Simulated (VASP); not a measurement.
# NbTe8Mo3 (P1) in VASP: single point with PBE

Aim: the single point of NbTe8Mo3 with PBE.

All numbers are computed with VASP 6.6.1; they aren't measurements. Logs are shortened: lines on timing, memory, paths and dates and some standing lists are left out, and cuts for length are marked.

## Step 1: The cell of the first run

The typed cell holds 12 atoms: a = 3.580 Å, b = 3.580 Å, c = 34.704 Å, α = 91.10°, β = 89.42°, γ = 119.98°.

## Step 2: Single point, PBE, collinear spin

INCAR

```
PREC     = Accurate       # precision mode
ENCUT    = 520            # plane-wave cutoff, eV
EDIFF    = 1E-6           # SCF threshold, eV
ISMEAR   = 0              # smearing method
SIGMA    = 0.2            # smearing width, eV
LREAL    = F              # projectors in reciprocal space
LASPH    = T              # aspherical terms in the spheres
NELM     = 150            # most SCF steps
ALGO     = Normal         # electronic algorithm
ISIF     = 2              # what is computed and relaxed
LWAVE    = F              # write WAVECAR
LCHARG   = F              # write CHGCAR
ISPIN    = 2              # spin polarisation
MAGMOM   = 0.33 0 0 0 0 0 0 0 0 0 0 0 # initial moments
LORBIT   = 11             # projections on sites
LMAXMIX  = 4              # l up to which the mixer works
GGA      = PE             # functional
NBANDS   = 68             # bands
KPAR     = 4
```

KPOINTS

```
Automatic mesh
0
Gamma
  6 6 1
```

POSCAR

```
NbTe8Mo3
1.0
    3.5804360350      0.0009013089      0.0179257815
   -1.7894248676      3.1006559135     -0.0340771690
    0.1778868120     -0.2825775229     34.7023595600
Nb Te Mo
1 8 3
Direct
    0.0191932384     -0.0043906725      0.0013199786
    0.3374878543      0.6517259943      0.1978073729
    0.3311886103      0.6578328188      0.4466326674
    0.3132732737      0.6665657286      0.6986248338
    0.3530287074      0.6522290341      0.9467160936
    0.3522126590      0.6721752099      0.0559136931
    0.3367634521      0.6705895138      0.3015537415
    0.3303981374      0.6766388799      0.5503711399
    0.3125118411      0.6854696233      0.8023777557
    0.0037255429     -0.0054868742      0.2496900207
   -0.0026079576      0.0005926485      0.4985017636
   -0.0205086926      0.0093914287      0.7504909391
```

Potentials or basis: VASP PAW PBE potentials, release 64 (Nb_sv, Te, Mo_sv).

The run is started by

```sh
> cat potpaw_PBE.64/Nb_sv/POTCAR potpaw_PBE.64/Te/POTCAR potpaw_PBE.64/Mo_sv/POTCAR > POTCAR
> mpirun -np 4 vasp_std > vasp.out
```

OUTCAR:

```text
PREC = Accurate
   ENCUT = 520
   EDIFF = 1E-6
   ISMEAR = 0
   LREAL = F
   LASPH = T
   NELM = 150
   ISIF = 2
   ISPIN = 2
   LORBIT = 11
   GGA = PE

 ion  position               nearest neighbor table
   1  0.019  0.996  0.001-   6 2.80   6 2.80   6 2.80   5 2.80   5 2.80   5 2.80
   2  0.337  0.652  0.198-  10 2.74  10 2.74  10 2.74   7 3.60
   3  0.331  0.658  0.447-  11 2.74  11 2.74  11 2.74   8 3.60
   4  0.313  0.667  0.699-  12 2.74  12 2.74  12 2.74   9 3.60
   5  0.353  0.652  0.947-   1 2.80   1 2.80   1 2.80
   6  0.352  0.672  0.056-   1 2.80   1 2.80   1 2.80
   7  0.337  0.671  0.302-  10 2.74  10 2.74  10 2.74   2 3.60
   8  0.330  0.677  0.550-  11 2.74  11 2.74  11 2.74   3 3.60
   9  0.313  0.685  0.802-  12 2.74  12 2.74  12 2.74   4 3.60
  10  0.004  0.995  0.250-   7 2.74   7 2.74   7 2.74   2 2.74   2 2.74   2 2.74
  11  0.997  0.001  0.499-   3 2.74   8 2.74   8 2.74   3 2.74   3 2.74   8 2.74
  12  0.979  0.009  0.750-   4 2.74   4 2.74   4 2.74   9 2.74   9 2.74   9 2.74

  LATTYP: Found a triclinic cell.
 ALAT       =     3.5801214650
 B/A-ratio  =     1.0004044259
 C/A-ratio  =     9.6935163489
 COS(alpha) =     0.0089973643
 COS(beta)  =     0.0191320387
 COS(gamma) =     0.5001018171

  Lattice vectors:

 A1 = (  -1.7894248676,   3.1006559135,  -0.0340771690)
 A2 = (   1.7910111674,   3.1015572224,  -0.0161513875)
 A3 = (  -0.1778868120,   0.2825775229, -34.7023595600)

Analysis of symmetry for initial positions (statically):
=====================================================================
 Subroutine PRICEL returns:
 Original cell was already a primitive cell.

 Routine SETGRP: Setting up the symmetry group for a
 triclinic supercell.

 Subroutine GETGRP returns: Found  1 space group operations
 (whereof  1 operations were pure point group operations)
 out of a pool of  2 trial point group operations.

The static configuration has the point symmetry C_1 .

Analysis of symmetry for dynamics (positions and initial velocities):
=====================================================================
 Subroutine PRICEL returns:
 Original cell was already a primitive cell.

 Routine SETGRP: Setting up the symmetry group for a
 triclinic supercell.

 Subroutine GETGRP returns: Found  1 space group operations
 (whereof  1 operations were pure point group operations)
 out of a pool of  2 trial point group operations.

The dynamic configuration has the point symmetry C_1 .

Analysis of structural, dynamic, and magnetic symmetry:
=====================================================================
 Subroutine PRICEL returns:
 Original cell was already a primitive cell.

 Routine SETGRP: Setting up the symmetry group for a
 triclinic supercell.

 Subroutine GETGRP returns: Found  1 space group operations
 (whereof  1 operations were pure point group operations)
 out of a pool of  2 trial point group operations.

The overall configuration has the point symmetry C_1 .

 Subroutine INISYM returns: Found  1 space group operations
 (whereof  1 operations are pure point group operations),
 and found     1 'primitive' translations

----------------------------------------------------------------------------------------

                                     Primitive cell

  volume of cell :     385.2759

  direct lattice vectors                    reciprocal lattice vectors
     3.580436035  0.000901309  0.017925782     0.279255619  0.161160381 -0.000119173
    -1.789424868  3.100655913 -0.034077169    -0.000094330  0.322486833  0.002626459
     0.177886812 -0.282577523 34.702359560    -0.000144344  0.000233428  0.028819125

  length of vectors
     3.580481022  3.580121465 34.703965952     0.322422678  0.322497542  0.028820432

  position of ions in fractional coordinates (direct lattice)
     0.019193238  0.995609327  0.001319979
     0.337487854  0.651725994  0.197807373
     0.331188610  0.657832819  0.446632667
     0.313273274  0.666565729  0.698624834
[... 78 lines left out ...]
   NGX,Y,Z   is equivalent  to a cutoff of  13.00, 13.00, 12.93 a.u.
   NGXF,Y,Z  is equivalent  to a cutoff of  26.00, 26.00, 25.87 a.u.
 SYSTEM =  unknown system
   PREC   = accura    normal or accurate (medium, high low for compatibility)
   ISTART =      0    job   : 0-new  1-cont  2-samecut
   ICHARG =      2    charge: 1-file 2-atom 10-const
   ISPIN  =      2    spin polarized calculation?
   LNONCOLLINEAR =      F non collinear calculations
   LSORBIT =      F    spin-orbit coupling
   LASPH  =      T    aspherical Exc in radial PAW
   ENCUT  =  520.0 eV  38.22 Ry    6.18 a.u.   6.66  6.66 64.53*2*pi/ulx,y,z
   NELM   =    150;   NELMIN=  2; NELMDL= -5     # of ELM steps
   EDIFF  = 0.1E-05   stopping-criterion for ELM
   LREAL  =      F    real-space projection
[... 7 lines left out ...]
   TEBEG  =    0.0;   TEEND  =   0.0 temperature during run
   PSTRESS=    0.0 pullay stress
   NELECT =     103.0000    total number of electrons
   NUPDOWN=      -1.0000    fix difference up-down
   EMIN   =  10.00;   EMAX   =-10.00  energy-range for DOS
   EFERMI =   0.00;   METHOD = LEGACY
   ISMEAR =     0;   SIGMA  =   0.20  broadening in eV -4-tet -1-fermi 0-gaus
   EFERMI_NEDOS =   21; number of points for ismear=-14 and -15
   IALGO  =     38    algorithm
   IMIX   =      4    mixing-type and parameters
     AMIX     =   0.40;   BMIX     =  1.00
     AMIX_MAG =   1.60;   BMIX_MAG =  1.00
  volume/ion in A,a.u.               =      32.11       216.66
  Fermi-wavevector in a.u.,A,eV,Ry     =   1.054622  1.992946 15.132762  1.112227
  Thomas-Fermi vector in A             =   2.189789
   LORBIT       =     11    0 simple, 1 ext, 2 COOP (PROOUT), +10 PAW based schemes
   GGA     = PE    functional components
   LHFCALC =     F    Hartree Fock is set to
   AEXX    =    0.0000 exact exchange contribution
   IVDW    =     0    specifies the selected vdW correction
   LEPSILON=     F    determine dielectric tensor
   LRPA    =     F    only Hartree local field effects (RPA)
 spin polarized calculation
 Gauss-broadening in eV      SIGMA  =   0.20
  energy-cutoff  :      520.00
  volume of cell :      385.28
 maximum number of plane-waves:     10465
 NGX is ok and might be reduce to    28
   NGX = 13   NGY = 13   NGZ =129

 number of electron     103.0000000 magnetization      -0.0004884

 number of electron     103.0000000 magnetization       0.0021070

 Free energy of the ion-electron system (eV)
  ---------------------------------------------------
  ext. energy  EPLUGINS =         0.00000000
  ---------------------------------------------------
  free energy    TOTEN  =       -71.84934169 eV

  energy without entropy =      -71.77184854  energy(sigma->0) =      -71.81059511

 E-fermi :   5.3768     XC(G=0):  -8.8242

 val. band max:        5.3320029677   @ k =   0.1667   0.1667   0.0000
 cond. band min:       5.3772663634   @ k =   0.0000   0.0000   0.0000
 fundamental gap:      0.0452633956
 Fermi energy:         5.3767926189

 spin component 1

 k-point     1 :       0.0000    0.0000    0.0000
  band No.  band energies     occupation
      1     -55.6106      1.00000
      2     -55.5669      1.00000
      3     -55.5661      1.00000
      4     -49.4744      1.00000
      5     -29.7436      1.00000
      6     -29.6995      1.00000
[... 1309 lines left out ...]
     62       8.3643      0.00000
     63       8.4537      0.00000
 Fermi energy:         5.3767926189

 spin component 2

 k-point     1 :       0.0000    0.0000    0.0000
  band No.  band energies     occupation
      1     -55.6106      1.00000
      2     -55.5669      1.00000
      3     -55.5661      1.00000
      4     -49.4729      1.00000
      5     -29.7436      1.00000
      6     -29.6995      1.00000
[... 1309 lines left out ...]
     62       8.3642      0.00000
     63       8.4536      0.00000
 [bands above 63 left out]

------------------------ aborting loop because EDIFF is reached ----------------------------------------

  FORCE on cell =-STRESS in cart. coord.  units (eV):
  Direction    XX          YY          ZZ          XY          YZ          ZX
  --------------------------------------------------------------------------------------
  -------------------------------------------------------------------------------------
  Total       -0.0736015     -0.0883573      0.0187053     -0.0278779     -0.0094051      0.0055553
  in kB       -0.3060731     -0.3674356      0.0777865     -0.1159307     -0.0391111      0.0231018
  external PRESSURE =      -0.1985741 kB  Pullay stress =       0.0000000 kB

 VOLUME and BASIS-vectors are now :
 -----------------------------------------------------------------------------
  energy-cutoff  :      520.00
  volume of cell :      385.28
      direct lattice vectors                 reciprocal lattice vectors
     3.580436035  0.000901309  0.017925782     0.279255619  0.161160381 -0.000119173
    -1.789424868  3.100655913 -0.034077169    -0.000094330  0.322486833  0.002626459
     0.177886812 -0.282577523 34.702359560    -0.000144344  0.000233428  0.028819125

 POSITION                                       TOTAL-FORCE (eV/Angst)
 -----------------------------------------------------------------------------------
     -1.71261      3.08669      0.01222         0.001157     -0.000896     -0.001242
      0.07733      1.96519      6.84822         0.000179     -0.000409     -0.006056
      0.08811      1.91380     15.48273        -0.000301     -0.000768     -0.005035
      0.05316      1.86966     24.22683        -0.000565      0.000447     -0.005117
      0.26529      1.75514     32.83738        -0.000635      0.000734      0.003073
      0.06821      2.06870      1.92374        -0.000316      0.000242     -0.003672
      0.05943      1.99436     10.44781        -0.001010      0.000346      0.005162
      0.07008      1.94280     19.08204        -0.000600      0.000885      0.005926
      0.03506      1.89895     27.82664        -0.000693      0.000344      0.005708
     -1.72185      3.01309      8.63101         0.000781     -0.000071     -0.000591
      3.65871     -0.13813     17.31705         0.000923     -0.000133      0.001141
      3.62370     -0.18207     26.06104         0.001081     -0.000721      0.000703
 -----------------------------------------------------------------------------------
    total drift:                               -0.000630     -0.000151      0.000101

  FREE ENERGIE OF THE ION-ELECTRON SYSTEM (eV)
  ---------------------------------------------------
  free  energy   TOTEN  =       -71.8493416865 eV

  energy  without entropy=      -71.7718485408  energy(sigma->0) =      -71.81059511

 total charge

# of ion       s       p       d       tot
------------------------------------------
    1        2.143   6.000   2.452  10.596
    2        1.384   1.969   0.057   3.410
    3        1.383   1.971   0.057   3.411
    4        1.383   1.971   0.057   3.411
    5        1.383   1.992   0.051   3.427
    6        1.383   1.993   0.051   3.427
    7        1.383   1.971   0.057   3.411
    8        1.383   1.971   0.057   3.411
    9        1.384   1.969   0.057   3.410
   10        2.249   6.138   3.947  12.334
   11        2.249   6.138   3.947  12.334
   12        2.249   6.138   3.946  12.333
--------------------------------------------------
tot         19.959  40.219  14.736  74.914

 magnetization (x)

# of ion       s       p       d       tot
------------------------------------------
    1        0.000   0.000   0.002   0.002
    2        0.000   0.000  -0.000   0.000
    3        0.000  -0.000   0.000   0.000
    4        0.000  -0.000   0.000  -0.000
    5        0.000   0.000   0.000   0.000
    6        0.000   0.000   0.000   0.000
    7        0.000  -0.000   0.000  -0.000
    8        0.000  -0.000   0.000  -0.000
    9        0.000   0.000  -0.000   0.000
   10        0.000   0.000   0.000   0.000
   11        0.000   0.000   0.000   0.000
   12        0.000   0.000   0.000   0.000
--------------------------------------------------
tot          0.000   0.000   0.002   0.002
```

It took 29 min on 4 MPI ranks of Intel Xeon Platinum 8259CL at 2.50GHz (Skylake/Cascade Lake), shared host; peak memory 1.2 GiB.

What came out:

```
Free energy                                           : -71.8493 eV
Pressure                                              : 0.0 GPa
Largest force                                         : 0.006 eV/Å
Net moment                                            : 0.00 μB per cell
Valence electrons inside the program's atomic spheres : Nb 10.60; Te 3.41, 3.43 (each value once); Mo 12.33
```

Forces in eV/Å, atoms in the order of the input:
```
Nb   0.001 -0.001 -0.001
Te   0.000  0.000 -0.006
Te   0.000 -0.001 -0.005
Te  -0.001  0.000 -0.005
Te  -0.001  0.001  0.003
Te   0.000  0.000 -0.004
Te  -0.001  0.000  0.005
Te  -0.001  0.001  0.006
Te  -0.001  0.000  0.006
Mo   0.001  0.000 -0.001
Mo   0.001  0.000  0.001
Mo   0.001 -0.001  0.001
```

Levels at points of the mesh, in eV from the Fermi level:
Spin up:
```csv
k point,band 50,band 51,band 52,band 53,band 54,band 55
"(0.00, 0.00, 0.00)",-0.20,-0.19,0.00,2.69,2.70,2.74
"(0.50, 0.00, 0.00)",-0.61,-0.42,-0.09,1.06,1.11,1.11
"(0.00, 0.50, 0.00)",-0.61,-0.42,-0.09,1.06,1.10,1.11
"(0.50, 0.50, 0.00)",-0.61,-0.42,-0.10,1.06,1.10,1.11
```
Spin down:
| k point | band 49 | band 50 | band 51 | band 52 | band 53 | band 54 | band 55 | band 56 |
| --- | --- | --- | --- | --- | --- | --- | --- | --- |
| (0.00, 0.00, 0.00) | -0.54 | -0.20 | -0.19 | 0.00 | 2.69 | 2.69 | 2.74 | 2.74 |
| (0.50, 0.00, 0.00) | -0.61 | -0.61 | -0.42 | -0.09 | 1.06 | 1.11 | 1.11 | 1.40 |
| (0.00, 0.50, 0.00) | -0.61 | -0.61 | -0.42 | -0.09 | 1.06 | 1.10 | 1.11 | 1.40 |
| (0.50, 0.50, 0.00) | -0.61 | -0.61 | -0.42 | -0.10 | 1.06 | 1.10 | 1.11 | 1.40 |

Caveat: spin-orbit coupling is left out, which moves the levels of the heavy elements.
